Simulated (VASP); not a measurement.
# In4Ru (P-43m) in VASP: a series of runs, part 2 of 2

VASP 6.6.1. Earlier steps stand in the parts before.

### Step 5. Relaxation of cell and atoms, PBE

File INCAR:

```
SYSTEM = In4Ru
  ALGO = Fast
  EDIFF = 1E-7
  EDIFFG = -0.04
  ENCUT = 600
  GGA = PE
  IBRION = 2
  ISIF = 3
  ISMEAR = 0
  LASPH = .TRUE.
  LCHARG = .FALSE.
  LREAL = .FALSE.
  LWAVE = .FALSE.
  NELM = 100
  NSW = 90
  PREC = Accurate
  SIGMA = 0.1
```

File KPOINTS:

```
k-points
0
G
  4 4 4
  0 0 0
```

File POSCAR:

```
In4Ru
1.0
    5.0129229200      0.0000000000      0.0000000000
    0.0000000000      5.0129229200      0.0000000000
    0.0000000000      0.0000000000      5.0129229200
In Ru
4 1
Direct
    0.2500000000      0.2500000000      0.2500000000
    0.7500000000      0.7500000000      0.2500000000
    0.2500000000      0.7500000000      0.7500000000
    0.7500000000      0.2500000000      0.7500000000
    0.0000000000      0.0000000000      0.0000000000
```

Potentials or basis: VASP PAW PBE potentials, release 64 (In_d, Ru_pv).

Run with:

```bash
cat potpaw_PBE.64/In_d/POTCAR potpaw_PBE.64/Ru_pv/POTCAR > POTCAR
mpirun -np 1 vasp_std > vasp.out
```

OUTCAR:

```text
SYSTEM = In4Ru
   EDIFF = 1E-7
   EDIFFG = -0.04
   ENCUT = 600
   GGA = PE
   IBRION = 2
   ISIF = 3
   ISMEAR = 0
   LASPH = .TRUE.
   LREAL = .FALSE.
   NELM = 100
   NSW = 90
   PREC = Accurate

 ion  position               nearest neighbor table
   1  0.250  0.250  0.250-   5 2.17   3 3.54   4 3.54   2 3.54   3 3.54   4 3.54   2 3.54   3 3.54
                             3 3.54   2 3.54   4 3.54   4 3.54   2 3.54
   2  0.750  0.750  0.250-   5 2.17   3 3.54   4 3.54   1 3.54   3 3.54   4 3.54   1 3.54   4 3.54
                             4 3.54   1 3.54   3 3.54   3 3.54   1 3.54
   3  0.250  0.750  0.750-   5 2.17   2 3.54   4 3.54   1 3.54   1 3.54   2 3.54   1 3.54   4 3.54
                             1 3.54   2 3.54   4 3.54   2 3.54   4 3.54
   4  0.750  0.250  0.750-   5 2.17   2 3.54   3 3.54   1 3.54   1 3.54   2 3.54   2 3.54   3 3.54
                             2 3.54   1 3.54   3 3.54   1 3.54   3 3.54
   5  0.000  0.000  0.000-   1 2.17   2 2.17   3 2.17   4 2.17

  LATTYP: Found a simple cubic cell.
 ALAT       =     5.0129229200
[... 223 lines left out ...]
  external PRESSURE =     -70.3408289 kB  Pullay stress =       0.0000000 kB
[... 916 lines left out ...]
     38      13.5659      0.00000
     39      13.5664      0.00000

[... ionic steps 4 to 12 ...]

--------------------------------------- Ionic step       13  -------------------------------------------

 number of electron      65.9999972 magnetization

------------------------ aborting loop because EDIFF is reached ----------------------------------------
[... 73 lines left out ...]
--------------------------------------- Ionic step       15  -------------------------------------------

 number of electron      65.9999975 magnetization

 Free energy of the ion-electron system (eV)
  ---------------------------------------------------
  ext. energy  EPLUGINS =         0.00000000
  ---------------------------------------------------
  free energy    TOTEN  =       -16.99063829 eV

  energy without entropy =      -16.98348075  energy(sigma->0) =      -16.98705952

 E-fermi :   5.9835     XC(G=0):  -9.8198

 val. band max:        5.9755284574   @ k =   0.5000   0.0000   0.0000
 cond. band min:       6.1729113626   @ k =   0.5000   0.5000   0.2500
 fundamental gap:      0.1973829051
 Fermi energy:         5.9835382203
[... 450 lines left out ...]
  FREE ENERGIE OF THE ION-ELECTRON SYSTEM (eV)
  ---------------------------------------------------
  free  energy   TOTEN  =       -16.9906382914 eV

  energy  without entropy=      -16.9834807453  energy(sigma->0) =      -16.98705952

 reached required accuracy - stopping structural energy minimisation
```

CONTCAR:

```text
In4Ru
   1.00000000000000
     5.1860302817013499    0.0000000000000000   -0.0000000000000000
    -0.0000000000000000    5.1860302817013499    0.0000000000000000
     0.0000000000000000    0.0000000000000000    5.1860302817013499
  In              Ru
     4     1
Direct
     0.2858735072927913    0.2858735072927913    0.2858735072927913
     0.7141264927072088    0.7141264927072088    0.2858735072927913
     0.2858735072927913    0.7141264927072088    0.7141264927072088
     0.7141264927072088    0.2858735072927913    0.7141264927072088
     0.0000000000000000    0.0000000000000000    0.0000000000000000

  0.00000000E+00  0.00000000E+00  0.00000000E+00
  0.00000000E+00  0.00000000E+00  0.00000000E+00
  0.00000000E+00  0.00000000E+00  0.00000000E+00
  0.00000000E+00  0.00000000E+00  0.00000000E+00
  0.00000000E+00  0.00000000E+00  0.00000000E+00
```

Wall time 20 min (1 thread of Intel Xeon 6975P-C (Granite Rapids), shared host); peak memory 0.28 GiB.

What came out:

| Quantity | Value |
| --- | --- |
| Free energy | -16.9906 eV |
| Relaxed volume | 27.90 Å³/atom |
| Relaxed cell | a = 5.186 Å, b = 5.186 Å, c = 5.186 Å, α = 90.00°, β = 90.00°, γ = 90.00° |
| Space group after relaxing (to 0.1 Å) | P-43m (No. 215) |
| Pressure after relaxing | 0.0 GPa |
| Band gap on the k mesh | zero (bands 33 and 34 overlap by 0.45 eV) |

Final structure:
```yaml
crystal:
  lattice:
    - [5.18603, 0.00000, 0.00000]
    - [0.00000, 5.18603, 0.00000]
    - [0.00000, 0.00000, 5.18603]
  atoms:
    - { symbol: In, position: [0.28587, 0.28587, 0.28587] }
    - { symbol: In, position: [0.71413, 0.71413, 0.28587] }
    - { symbol: In, position: [0.28587, 0.71413, 0.71413] }
    - { symbol: In, position: [0.71413, 0.28587, 0.71413] }
    - { symbol: Ru, position: [0.00000, 0.00000, 0.00000] }
```

Levels at points of the mesh, in eV from the Fermi level:
| k point | band 29 | band 30 | band 31 | band 32 | band 33 | band 34 | band 35 | band 36 | band 37 | band 38 |
| --- | --- | --- | --- | --- | --- | --- | --- | --- | --- | --- |
| (0.00, 0.00, 0.00) | -2.29 | -2.29 | -0.54 | -0.54 | -0.54 | 0.73 | 0.73 | 3.04 | 3.04 | 3.04 |
| (0.50, 0.00, 0.00) | -1.48 | -0.90 | -0.30 | -0.29 | -0.01 | -0.01 | 0.54 | 1.02 | 1.02 | 2.81 |
| (0.50, 0.50, 0.00) | -1.61 | -1.61 | -1.14 | -0.65 | 0.26 | 1.46 | 1.80 | 1.80 | 1.85 | 2.68 |
| (0.50, 0.50, 0.50) | -2.25 | -2.25 | -2.25 | -0.65 | -0.65 | -0.15 | -0.15 | -0.15 | 6.38 | 6.38 |

Caveat: spin-orbit coupling is left out, which moves the levels of the heavy elements.

### Step 6. Relaxation of cell and atoms, PBE

This run uses another cell than the first one, of 27.92 Å³/atom.

File INCAR:

```
PREC = Accurate
ENCUT = 600
EDIFF = 1E-6
ISMEAR = 0
SIGMA = 0.1
LREAL = False
LASPH = True
NELM = 60
ALGO = Fast
ISIF = 3
LWAVE = False
LCHARG = False
GGA = PE
IBRION = 2
NSW = 100
EDIFFG = -0.01
```

File KPOINTS:

```
regular mesh
0
Gamma
  8 8 8
```

File POSCAR:

```
In4Ru
1.0
    5.1875323794      0.0000000000      0.0000000000
    0.0000000000      5.1875323794      0.0000000000
    0.0000000000      0.0000000000      5.1875323794
In Ru
4 1
Direct
    0.2858063770      0.2858063770      0.2858063770
    0.7141936230      0.7141936230      0.2858063770
    0.2858063770      0.7141936230      0.7141936230
    0.7141936230      0.2858063770      0.7141936230
    0.0000000000      0.0000000000      0.0000000000
```

Potentials or basis: VASP PAW PBE potentials, release 64 (In_d, Ru_pv).

Run with:

```bash
cat potpaw_PBE.64/In_d/POTCAR potpaw_PBE.64/Ru_pv/POTCAR > POTCAR
mpirun -np 1 vasp_std > vasp.out
```

OUTCAR:

```text
PREC = Accurate
   ENCUT = 600
   EDIFF = 1E-6
   ISMEAR = 0
   LREAL = False
   LASPH = True
   NELM = 60
   ISIF = 3
   GGA = PE
   IBRION = 2
   NSW = 100
   EDIFFG = -0.01

 ion  position               nearest neighbor table
   1  0.286  0.286  0.286-   5 2.57   3 3.14   4 3.14   2 3.14   3 3.71   4 3.71   2 3.71   3 3.71
                             2 3.71   4 3.71
   2  0.714  0.714  0.286-   5 2.57   3 3.14   4 3.14   1 3.14   1 3.71   3 3.71   1 3.71   4 3.71
                             3 3.71   4 3.71
   3  0.286  0.714  0.714-   5 2.57   2 3.14   4 3.14   1 3.14   1 3.71   4 3.71   1 3.71   2 3.71
                             2 3.71   4 3.71
   4  0.714  0.286  0.714-   5 2.57   2 3.14   3 3.14   1 3.14   1 3.71   3 3.71   1 3.71   2 3.71
                             2 3.71   3 3.71
   5  0.000  0.000  0.000-   1 2.57   2 2.57   3 2.57   4 2.57

  LATTYP: Found a simple cubic cell.
 ALAT       =     5.1875323794

  Lattice vectors:

 A1 = (   5.1875323794,   0.0000000000,   0.0000000000)
 A2 = (   0.0000000000,   5.1875323794,   0.0000000000)
 A3 = (   0.0000000000,   0.0000000000,   5.1875323794)

[... 188 lines left out ...]
  Direction    XX          YY          ZZ          XY          YZ          ZX
  --------------------------------------------------------------------------------------
  -------------------------------------------------------------------------------------
  Total       -0.0573765     -0.0573765     -0.0573765     -0.0000000      0.0000000     -0.0000000
  in kB       -0.6585095     -0.6585095     -0.6585095     -0.0000000      0.0000000     -0.0000000
  external PRESSURE =      -0.6585095 kB  Pullay stress =       0.0000000 kB
[... 65 lines left out ...]
--------------------------------------- Ionic step        3  -------------------------------------------

 number of electron      65.9999996 magnetization

 Free energy of the ion-electron system (eV)
  ---------------------------------------------------
  ext. energy  EPLUGINS =         0.00000000
  ---------------------------------------------------
  free energy    TOTEN  =       -17.01233543 eV

  energy without entropy =      -16.99434126  energy(sigma->0) =      -17.00333834

 E-fermi :   6.0148     XC(G=0):  -9.8302

 val. band max:        5.9906733641   @ k =   0.5000   0.0000   0.0000
 cond. band min:       6.0223841833   @ k =   0.5000   0.1250   0.1250
 fundamental gap:      0.0317108192
 Fermi energy:         6.0147779265

 k-point     1 :       0.0000    0.0000    0.0000
  band No.  band energies     occupation
      1     -35.4461      2.00000
      2     -35.4461      2.00000
      3     -35.4461      2.00000
      4      -8.5995      2.00000
      5      -8.5112      2.00000
      6      -8.5112      2.00000
[... 997 lines left out ...]
     38       9.3878      0.00000
     39       9.9391      0.00000

 [... further k-points ...]

------------------------ aborting loop because EDIFF is reached ----------------------------------------

  FORCE on cell =-STRESS in cart. coord.  units (eV):
  Direction    XX          YY          ZZ          XY          YZ          ZX
  --------------------------------------------------------------------------------------
  -------------------------------------------------------------------------------------
  Total        0.0300654      0.0300654      0.0300654     -0.0000000     -0.0000000      0.0000000
  in kB        0.3460707      0.3460707      0.3460707     -0.0000000     -0.0000000      0.0000000
  external PRESSURE =       0.3460707 kB  Pullay stress =       0.0000000 kB
[... 20 lines left out ...]
  FREE ENERGIE OF THE ION-ELECTRON SYSTEM (eV)
  ---------------------------------------------------
  free  energy   TOTEN  =       -17.0123354256 eV

  energy  without entropy=      -16.9943412616  energy(sigma->0) =      -17.00333834

 reached required accuracy - stopping structural energy minimisation
```

Wall time 7.5 min (1 thread of Intel Xeon 6975P-C (Granite Rapids), shared host); peak memory 0.39 GiB.

What came out:

```yaml
Free_energy: -17.0123 eV
Relaxed_volume: 27.84 Å³/atom
Relaxed_cell: a = 5.182 Å, b = 5.182 Å, c = 5.182 Å, α = 90.00°, β = 90.00°, γ = 90.00°
Space_group_after_relaxing_to_0.1_Å: P-43m (No. 215)
Energy_gained_by_relaxing: 0.1 meV/atom
Ionic_steps: 3
Pressure_after_relaxing: 0.0 GPa
Band_gap_on_the_k_mesh: zero (bands 33 and 34 overlap by 0.45 eV)
```

Step by step:
```
step  energy change (eV)  largest force (eV/Å)  pressure (GPa)  volume (Å³)
   1              0.0000                0.0579           -0.07       139.60
   2             -0.0005                0.0258           -0.02       139.37
   3             -0.0007                0.0001            0.03       139.19
```

Final structure:
```cif
data_structure
_symmetry_space_group_name_H-M 'P 1'
_symmetry_Int_Tables_number 1
_cell_length_a 5.1825
_cell_length_b 5.1825
_cell_length_c 5.1825
_cell_angle_alpha 90.000
_cell_angle_beta 90.000
_cell_angle_gamma 90.000
_cell_volume 139.19
loop_
_atom_site_label
_atom_site_type_symbol
_atom_site_fract_x
_atom_site_fract_y
_atom_site_fract_z
_atom_site_occupancy
In1 In 0.28635 0.28635 0.28635 1
In2 In 0.71365 0.71365 0.28635 1
In3 In 0.28635 0.71365 0.71365 1
In4 In 0.71365 0.28635 0.71365 1
Ru1 Ru 0.00000 0.00000 0.00000 1
```

Levels at points of the mesh, in eV from the Fermi level:
```csv
k point,band 31,band 32,band 33,band 34,band 35,band 36
"(0.00, 0.00, 0.00)",-0.56,-0.56,-0.56,0.71,0.71,3.03
"(0.50, 0.00, 0.00)",-0.31,-0.31,-0.02,-0.02,0.52,1.00
"(0.50, 0.50, 0.00)",-1.16,-0.67,0.24,1.45,1.79,1.79
"(0.50, 0.50, 0.50)",-2.26,-0.67,-0.67,-0.17,-0.17,-0.17
```

Caveat: spin-orbit coupling is left out, which moves the levels of the heavy elements.

### Step 7. The runs side by side

| task | cell | k mesh | cutoff (eV) | gap on the mesh (eV) | pressure (GPa) | relaxed volume (Å³/atom) | largest force (eV/Å) |
| --- | --- | --- | --- | --- | --- | --- | --- |
| single point | a = 5.013 Å, 5 atoms, atomic positions A | 4 × 4 × 4 | 520 | none | 29.9 | - | - |
| single point | a = 5.188 Å, 5 atoms, atomic positions B | 4 × 4 × 4 | 520 | none | 0.0 | - | 0.01 |
| single point | a = 5.181 Å, 5 atoms, atomic positions B | 8 × 8 × 8 | 520 | none | 0.0 | - | 0.01 |
| relaxation of cell and atoms | relaxed from a = 5.013 Å, 5 atoms, atomic positions A | 4 × 4 × 4 | 600 | none | 0.0 | 27.90 | - |
| relaxation of cell and atoms | relaxed from a = 5.188 Å, 5 atoms, atomic positions B | 8 × 8 × 8 | 600 | none | 0.0 | 27.84 | - |

Alike in all rows: level PBE; potentials or basis VASP PAW PBE potentials, release 64 (In_d, Ru_pv); no spin polarisation; smearing gaussian 0.1 eV.

Caveats: spin-orbit coupling is left out, which moves the levels of the heavy elements; the cell stands under pressure (at least some runs).

Absolute energies hang on the potentials; compare differences alone.
